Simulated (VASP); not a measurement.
# HfHgF (P-6m2) in VASP: a series of runs

The runs below take HfHgF through single point, relaxation of cell and atoms, with PBE.

Everything below comes from runs of VASP 6.6.1. Logs are shortened: lines on timing, memory, paths and dates and some standing lists are left out, and cuts for length are marked.

**1. The cell of the first run**

The structure is hexagonal, space group P-6m2 (No. 187). Conventional cell: a = 4.830 Å, b = 4.830 Å, c = 3.081 Å, α = 90.00°, β = 90.00°, γ = 120.00°. Within 3.7 Å of Hf (site symmetry -6m2) lie 3 Hg at 2.79 Å and 2 Hf at 3.08 Å and 6 F at 3.19 Å. Hg (site symmetry -6m2) has 3 Hf at 2.79 Å and 2 Hg at 3.08 Å and 6 F at 3.19 Å within 3.7 Å. F (site symmetry -6m2) has 2 F at 3.08 Å and 6 Hg at 3.19 Å and 6 Hf at 3.19 Å within 4.1 Å.

**2. Single point, PBE**

Input file INCAR:

```
ALGO = Normal
EDIFF = 1E-7
ENCUT = 520
GGA = PE
ISIF = 2
ISMEAR = 0
LASPH = True
LCHARG = True
LELF = True
LREAL = False
LVHAR = True
LWAVE = False
NBANDS = 22
NELM = 100
PREC = Accurate
SIGMA = 0.1
```

Input file KPOINTS:

```
k-points
0
Gamma
  6 6 4
```

Input file POSCAR:

```
HfHgF
1.0
    4.8302313800      0.0000000034      0.0000000000
   -2.4151156929      4.1831030795      0.0000000000
    0.0000000000      0.0000000000      3.0810791053
Hf Hg F
1 1 1
Direct
    0.6666666667      0.3333333333      0.5000000000
    0.3333333333      0.6666666667      0.5000000000
    0.0000000000      0.0000000000      0.0000000000
```

Potentials or basis: VASP PAW PBE potentials, release 64 (Hf_pv, Hg, F).

The run is started by

```sh
> cat potpaw_PBE.64/Hf_pv/POTCAR potpaw_PBE.64/Hg/POTCAR potpaw_PBE.64/F/POTCAR > POTCAR
> mpirun -np 1 vasp_std > vasp.out
```

OUTCAR:

```text
EDIFF = 1E-7
   ENCUT = 520
   GGA = PE
   ISIF = 2
   ISMEAR = 0
   LASPH = True
   LREAL = False
   NELM = 100
   PREC = Accurate

 ion  position               nearest neighbor table
   1  0.667  0.333  0.500-   2 2.79   2 2.79   2 2.79
   2  0.333  0.667  0.500-   1 2.79   1 2.79   1 2.79
   3  0.000  0.000  0.000-

  LATTYP: Found a hexagonal cell.
 ALAT       =     4.8302313800
 C/A-ratio  =     0.6378740195

  Lattice vectors:

 A1 = (   4.8302313800,   0.0000000034,   0.0000000000)
 A2 = (  -2.4151156929,   4.1831030795,   0.0000000000)
 A3 = (   0.0000000000,   0.0000000000,   3.0810791053)

Analysis of symmetry for initial positions (statically):
=====================================================================
 Subroutine PRICEL returns:
 Original cell was already a primitive cell.

 Routine SETGRP: Setting up the symmetry group for a
 hexagonal supercell.

 Subroutine GETGRP returns: Found 12 space group operations
 (whereof 12 operations were pure point group operations)
 out of a pool of 24 trial point group operations.

The static configuration has the point symmetry D_3h.

Analysis of symmetry for dynamics (positions and initial velocities):
=====================================================================
 Subroutine PRICEL returns:
 Original cell was already a primitive cell.

 Routine SETGRP: Setting up the symmetry group for a
 hexagonal supercell.

 Subroutine GETGRP returns: Found 12 space group operations
 (whereof 12 operations were pure point group operations)
 out of a pool of 24 trial point group operations.

The dynamic configuration has the point symmetry D_3h.

 Subroutine INISYM returns: Found 12 space group operations
 (whereof 12 operations are pure point group operations),
 and found     1 'primitive' translations

----------------------------------------------------------------------------------------

                                     Primitive cell

  volume of cell :      62.2543

  direct lattice vectors                    reciprocal lattice vectors
     4.830231380  0.000000003  0.000000000     0.207029420  0.119528491  0.000000000
    -2.415115693  4.183103080  0.000000000    -0.000000000  0.239056982  0.000000000
     0.000000000  0.000000000  3.081079105     0.000000000  0.000000000  0.324561612

  length of vectors
     4.830231380  4.830231380  3.081079105     0.239056982  0.239056982  0.324561612

  position of ions in fractional coordinates (direct lattice)
     0.666666667  0.333333333  0.500000000
     0.333333333  0.666666667  0.500000000
     0.000000000  0.000000000  0.000000000

  ion indices of the primitive-cell ions
   primitive index   ion index
                 1           1
                 2           2
                 3           3

----------------------------------------------------------------------------------------

 KPOINTS: k-points

Automatic generation of k-mesh.
 Grid dimensions read from file:
 generate k-points for:    6    6    4

 Generating k-lattice:

  Cartesian coordinates                     Fractional coordinates (reciprocal lattice)
     0.034504903  0.019921415  0.000000000     0.166666667  0.000000000  0.000000000
    -0.000000000  0.039842830  0.000000000     0.000000000  0.166666667  0.000000000
     0.000000000  0.000000000  0.081140403     0.000000000  0.000000000  0.250000000

  Length of vectors
     0.039842830  0.039842830  0.081140403

  Shift w.r.t. Gamma in fractional coordinates (k-lattice)
     0.000000000  0.000000000  0.000000000

 Subroutine IBZKPT returns following result:
 ===========================================

 Found     21 irreducible k-points:

 Following reciprocal coordinates:
            Coordinates               Weight
  0.000000  0.000000  0.000000      1.000000
  0.166667  0.000000  0.000000      6.000000
  0.333333  0.000000  0.000000      6.000000
  0.500000  0.000000  0.000000      3.000000
  0.166667  0.166667  0.000000      6.000000
  0.333333  0.166667  0.000000     12.000000
[... 13 lines left out ...]
  0.333333  0.166667  0.500000     12.000000
  0.333333  0.333333  0.500000      2.000000
   k-points           NKPTS =     21   k-points in BZ     NKDIM =     21   number of bands    NBANDS=     22
   number of dos      NEDOS =    301   number of ions     NIONS =      3
   total plane-waves  NPLWV =  31104
   dimension x,y,z NGX =    36 NGY =   36 NGZ =   24
   dimension x,y,z NGXF=    72 NGYF=   72 NGZF=   48
   ions per type =               1   1   1
   NGX,Y,Z   is equivalent  to a cutoff of  12.39, 12.39, 12.95 a.u.
   NGXF,Y,Z  is equivalent  to a cutoff of  24.78, 24.78, 25.90 a.u.
 SYSTEM =  unknown system
   PREC   = accura    normal or accurate (medium, high low for compatibility)
   ISTART =      0    job   : 0-new  1-cont  2-samecut
   ICHARG =      2    charge: 1-file 2-atom 10-const
   ISPIN  =      1    spin polarized calculation?
   LNONCOLLINEAR =      F non collinear calculations
   LSORBIT =      F    spin-orbit coupling
   LASPH  =      T    aspherical Exc in radial PAW
   ENCUT  =  520.0 eV  38.22 Ry    6.18 a.u.   8.98  8.98  5.73*2*pi/ulx,y,z
   NELM   =    100;   NELMIN=  2; NELMDL= -5     # of ELM steps
   EDIFF  = 0.1E-06   stopping-criterion for ELM
   LREAL  =      F    real-space projection
   EDIFFG = 0.1E-05   stopping-criterion for IOM
   NSW    =      0    number of steps for IOM
   IBRION =     -1    ionic relax: 0-MD 1-quasi-New 2-CG
   NFREE  =      0    steps in history (QN), initial steepest desc. (CG)
   ISIF   =      2    stress and relaxation
   ISYM   =      2    0-nonsym 1-usesym 2-fastsym
   POTIM  = 0.5000    time-step for ionic-motion
   TEBEG  =    0.0;   TEEND  =   0.0 temperature during run
   PSTRESS=    0.0 pullay stress
   NELECT =      29.0000    total number of electrons
   NUPDOWN=      -1.0000    fix difference up-down
   EMIN   =  10.00;   EMAX   =-10.00  energy-range for DOS
   EFERMI =   0.00;   METHOD = LEGACY
   ISMEAR =     0;   SIGMA  =   0.10  broadening in eV -4-tet -1-fermi 0-gaus
   EFERMI_NEDOS =   21; number of points for ismear=-14 and -15
   IALGO  =     38    algorithm
   IMIX   =      4    mixing-type and parameters
     AMIX     =   0.40;   BMIX     =  1.00
     AMIX_MAG =   1.60;   BMIX_MAG =  1.00
  volume/ion in A,a.u.               =      20.75       140.04
  Fermi-wavevector in a.u.,A,eV,Ry     =   1.269067  2.398188 21.912588  1.610530
  Thomas-Fermi vector in A             =   2.402128
   LORBIT       =      0    0 simple, 1 ext, 2 COOP (PROOUT), +10 PAW based schemes
   GGA     = PE    functional components
   LHFCALC =     F    Hartree Fock is set to
   AEXX    =    0.0000 exact exchange contribution
   IVDW    =     0    specifies the selected vdW correction
   LEPSILON=     F    determine dielectric tensor
   LRPA    =     F    only Hartree local field effects (RPA)
 non-spin polarized calculation
 Gauss-broadening in eV      SIGMA  =   0.10
  energy-cutoff  :      520.00
  volume of cell :       62.25
 maximum number of plane-waves:      1709
 NGX is ok and might be reduce to    36
   NGX = 17   NGY = 17   NGZ = 11

 number of electron      29.0000015 magnetization

 Free energy of the ion-electron system (eV)
  ---------------------------------------------------
  ext. energy  EPLUGINS =         0.00000000
  ---------------------------------------------------
  free energy    TOTEN  =       -12.31811357 eV

  energy without entropy =      -12.30158946  energy(sigma->0) =      -12.30985151

 E-fermi :   2.8922     XC(G=0): -10.2928

 val. band max:        2.8890377470   @ k =   0.0000   0.0000   0.5000
 cond. band min:       2.9063199939   @ k =   0.0000   0.0000   0.5000
 fundamental gap:      0.0172822468
 Fermi energy:         2.8921818528

 k-point     1 :       0.0000    0.0000    0.0000
  band No.  band energies     occupation
      1     -29.4100      2.00000
      2     -29.4100      2.00000
      3     -28.9465      2.00000
      4     -19.2944      2.00000
      5      -5.2793      2.00000
      6      -4.9160      2.00000
[... 14 lines left out ...]
     21       8.0394      0.00000
     22      12.9589      0.00000

 k-point     2 :       0.1667    0.0000    0.0000
  band No.  band energies     occupation
      1     -29.4116      2.00000
      2     -29.4097      2.00000
      3     -28.9465      2.00000
      4     -19.2908      2.00000
      5      -5.2717      2.00000
      6      -5.0434      2.00000
[... 14 lines left out ...]
     21       9.2026      0.00000
     22      12.8310      0.00000

 k-point     3 :       0.3333    0.0000    0.0000
  band No.  band energies     occupation
      1     -29.4148      2.00000
      2     -29.4092      2.00000
      3     -28.9465      2.00000
      4     -19.2842      2.00000
      5      -5.2578      2.00000
      6      -5.1442      2.00000
[... 14 lines left out ...]
     21      10.1513      0.00000
     22      13.3816      0.00000

 k-point     4 :       0.5000    0.0000    0.0000
  band No.  band energies     occupation
      1     -29.4164      2.00000
      2     -29.4090      2.00000
      3     -28.9466      2.00000
      4     -19.2812      2.00000
      5      -5.2534      2.00000
      6      -5.1534      2.00000
[... 14 lines left out ...]
     21      10.3187      0.00000
     22      13.5028      0.00000

 k-point     5 :       0.1667    0.1667    0.0000
  band No.  band energies     occupation
      1     -29.4138      2.00000
      2     -29.4096      2.00000
      3     -28.9465      2.00000
      4     -19.2860      2.00000
      5      -5.2604      2.00000
      6      -5.1265      2.00000
[... 14 lines left out ...]
     21      10.2980      0.00000
     22      12.4983      0.00000

 k-point     6 :       0.3333    0.1667    0.0000
  band No.  band energies     occupation
      1     -29.4157      2.00000
      2     -29.4097      2.00000
      3     -28.9465      2.00000
      4     -19.2813      2.00000
      5      -5.2518      2.00000
      6      -5.1355      2.00000
[... 14 lines left out ...]
     21      10.9223      0.00000
     22      12.7222      0.00000

 k-point     7 :       0.3333    0.3333    0.0000
  band No.  band energies     occupation
      1     -29.4156      2.00000
      2     -29.4104      2.00000
      3     -28.9465      2.00000
      4     -19.2801      2.00000
      5      -5.2489      2.00000
      6      -5.0851      2.00000
[... 249 lines left out ...]
      6      -4.9519      2.00000
[... 14 lines left out ...]
     21       8.2023      0.00000
     22       9.6327      0.00000

 k-point    18 :       0.5000    0.0000    0.5000
  band No.  band energies     occupation
      1     -29.4509      2.00000
      2     -29.3628      2.00000
      3     -29.3565      2.00000
      4     -19.1680      2.00000
      5      -5.0102      2.00000
      6      -4.9801      2.00000
[... 14 lines left out ...]
     21       7.3413      0.00000
     22       9.6054      0.00000

 k-point    19 :       0.1667    0.1667    0.5000
  band No.  band energies     occupation
      1     -29.4511      2.00000
      2     -29.3607      2.00000
      3     -29.3571      2.00000
      4     -19.1672      2.00000
      5      -4.9395      2.00000
      6      -4.9131      2.00000
[... 14 lines left out ...]
     21       8.6144      0.00000
     22       9.6630      0.00000

 k-point    20 :       0.3333    0.1667    0.5000
  band No.  band energies     occupation
      1     -29.4509      2.00000
      2     -29.3624      2.00000
      3     -29.3569      2.00000
      4     -19.1681      2.00000
      5      -4.9979      2.00000
      6      -4.9581      2.00000
[... 14 lines left out ...]
     21       7.3935      0.00000
     22       9.6114      0.00000

 k-point    21 :       0.3333    0.3333    0.5000
  band No.  band energies     occupation
      1     -29.4509      2.00000
      2     -29.3627      2.00000
      3     -29.3571      2.00000
      4     -19.1684      2.00000
      5      -5.0178      2.00000
      6      -4.9269      2.00000
[... 14 lines left out ...]
     21       6.9631      0.00000
     22       9.6111      0.00000

------------------------ aborting loop because EDIFF is reached ----------------------------------------

  FORCE on cell =-STRESS in cart. coord.  units (eV):
  Direction    XX          YY          ZZ          XY          YZ          ZX
  --------------------------------------------------------------------------------------
  -------------------------------------------------------------------------------------
  Total       -0.1013565     -0.1013565     -0.1691947     -0.0000000     -0.0000000      0.0000000
  in kB       -2.6085122     -2.6085122     -4.3543969     -0.0000000     -0.0000000      0.0000000
  external PRESSURE =      -3.1904738 kB  Pullay stress =       0.0000000 kB

 VOLUME and BASIS-vectors are now :
 -----------------------------------------------------------------------------
  energy-cutoff  :      520.00
  volume of cell :       62.25
      direct lattice vectors                 reciprocal lattice vectors
     4.830231380  0.000000003  0.000000000     0.207029420  0.119528491  0.000000000
    -2.415115693  4.183103080  0.000000000    -0.000000000  0.239056982  0.000000000
     0.000000000  0.000000000  3.081079105     0.000000000  0.000000000  0.324561612

 POSITION                                       TOTAL-FORCE (eV/Angst)
 -----------------------------------------------------------------------------------
      2.41512      1.39437      1.54054        -0.000000      0.000000      0.000000
     -0.00000      2.78874      1.54054         0.000000     -0.000000      0.000000
      0.00000      0.00000      0.00000        -0.000000      0.000000      0.000000
 -----------------------------------------------------------------------------------
    total drift:                               -0.000000      0.000000     -0.000000

  FREE ENERGIE OF THE ION-ELECTRON SYSTEM (eV)
  ---------------------------------------------------
  free  energy   TOTEN  =       -12.3181135725 eV

  energy  without entropy=      -12.3015894574  energy(sigma->0) =      -12.30985151
```

Run time: 34 s. Hardware: 1 thread of Intel Xeon Platinum 8488C (Sapphire Rapids), shared host; peak memory 0.2 GiB.

Results:

* Free energy: -12.3181 eV
* Pressure: -0.3 GPa

Stress tensor (GPa, compression positive):
```
-0.26  0.00  0.00
 0.00 -0.26  0.00
 0.00  0.00 -0.44
```

Caveat: the k points lie up to 0.51 Å⁻¹ apart; spin-orbit coupling is left out, which moves the levels of the heavy elements; an odd number of electrons without spin polarisation forces a metal; a magnetic or distorted state may lie lower.

**3. Relaxation of cell and atoms, PBE**

This run uses another cell than the first one, of 24.03 Å³/atom, 1.158 times its volume.

Input file INCAR:

```
PREC = Accurate
ENCUT = 600
EDIFF = 1E-7
ISMEAR = 0
SIGMA = 0.1
LREAL = False
LASPH = True
NELM = 100
ALGO = Normal
ISIF = 3
LWAVE = False
LCHARG = False
GGA = PE
IBRION = 2
NSW = 90
EDIFFG = -0.04
```

Input file KPOINTS:

```
regular mesh
0
Gamma
  6 6 4
```

Input file POSCAR:

```
HfHgF
1.0
    4.0941152500      0.0000000000      0.0000000000
   -2.0470576300      3.5456078100      0.0000000000
    0.0000000000      0.0000000000      4.9668448100
Hf Hg F
1 1 1
Direct
    0.6666666700      0.3333333300      0.5000000000
    0.3333333300      0.6666666700      0.5000000000
    0.0000000000      0.0000000000      0.0000000000
```

Potentials or basis: VASP PAW PBE potentials, release 64 (Hf_pv, Hg, F).

The run is started by

```sh
> cat potpaw_PBE.64/Hf_pv/POTCAR potpaw_PBE.64/Hg/POTCAR potpaw_PBE.64/F/POTCAR > POTCAR
> mpirun -np 1 vasp_std > vasp.out
```

Run time: 6.3 min. Hardware: 1 thread of Intel Xeon Platinum 8488C (Sapphire Rapids), shared host; peak memory 0.26 GiB.

It converged, with:

```yaml
Free_energy: -12.3050 eV
Relaxed_volume: 20.59 Å³/atom
Relaxed_cell: a = 4.813 Å, b = 4.813 Å, c = 3.080 Å, α = 90.00°, β = 90.00°, γ = 120.00°
Space_group_after_relaxing_to_0.05_Å: P-6m2 (No. 187)
Energy_gained_by_relaxing: 1270.2 meV/atom
Ionic_steps: 12
Pressure_after_relaxing: 0.0 GPa
```

Stress tensor (GPa, compression positive):
```
-0.06  0.00  0.00
 0.00 -0.06  0.00
 0.00  0.00  0.01
```

Step by step:
| step | energy change (eV) | largest force (eV/Å) | pressure (GPa) | volume (Å³) |
| --- | --- | --- | --- | --- |
| 1 | 0.0000 | 0.0000 | 24.26 | 72.10 |
| 2 | -1.3073 | 0.0000 | -8.36 | 113.73 |
| 3 | -2.0803 | 0.0000 | -2.61 | 92.88 |
| 4 | -2.0804 | 0.0000 | -2.39 | 92.44 |
| 5 | -2.2828 | 0.0000 | -2.41 | 87.68 |
| 6 | -2.7425 | 0.0000 | -2.62 | 78.52 |
| 7 | -3.7848 | 0.0000 | 2.70 | 60.02 |
| 8 | -3.7581 | 0.0000 | -1.78 | 62.82 |
| 9 | -3.8091 | 0.0000 | 0.57 | 61.19 |
| 10 | -3.8091 | 0.0000 | 0.60 | 61.16 |
| 11 | -3.8102 | 0.0000 | -0.37 | 62.10 |
| 12 | -3.8106 | 0.0000 | -0.04 | 61.77 |

Final structure:
```
Hf Hg F
1.0
     4.81251    0.00000    0.00000
    -2.40626    4.16776    0.00000
     0.00000    0.00000    3.07976
Hf Hg F
1 1 1
Direct
  0.66667 0.33333 0.50000
  0.33333 0.66667 0.50000
  0.00000 0.00000 0.00000
```

Levels at points of the mesh, in eV from the Fermi level:
```tsv
k point	band 12	band 13	band 14	band 15	band 16	band 17	band 18
(0.00, 0.00, 0.00)	-4.28	-3.15	-2.19	-0.46	-0.46	3.02	3.02
(0.50, 0.00, 0.00)	-3.93	-3.14	-2.43	-0.79	0.40	2.79	3.05
(0.00, 0.00, 0.50)	-3.90	-2.23	-0.70	-0.01	-0.01	0.00	0.00
(0.50, 0.00, 0.50)	-3.83	-2.58	-1.25	0.20	0.69	1.40	2.81
```

Caveat: spin-orbit coupling is left out, which moves the levels of the heavy elements; an odd number of electrons without spin polarisation forces a metal; a magnetic or distorted state may lie lower.
